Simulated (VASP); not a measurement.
Slab: C, a slab with vacuum.

```
CELL_PARAMETERS angstrom
2.45617 0.00000 0.00000
-1.22809 2.12711 0.00000
0.00000 0.00000 8.52380
ATOMIC_POSITIONS crystal
C 0.33333 0.66667 0.00000
C 0.66667 0.33333 0.00000
```

Base run:

| Property | Result |
| --- | --- |
| Program | VASP 6.6.1 |
| Functional | PBEsol |
| Potentials or basis | VASP PAW PBE potentials, release 64 (C) |
| Cutoff | 600 eV |
| k mesh | 10 × 10 × 3 |
| Occupations | fermi-dirac, width 0.05 eV |
| Spin | no spin polarisation |

Its results: band gap on the k mesh 2.06 eV, direct.

**Question.** After a change of settings the same cell gave: band gap on the k mesh zero (filled and empty bands touch). Which change was it?
A. k mesh from 10 × 10 × 3 to 3 × 3 × 1
B. k mesh from 10 × 10 × 3 to 5 × 5 × 2
C. k mesh from 10 × 10 × 3 to 8 × 8 × 2
D. k mesh from 10 × 10 × 3 to 13 × 13 × 4

**Answer.** A.

Caveats: some runs use coarse meshes.
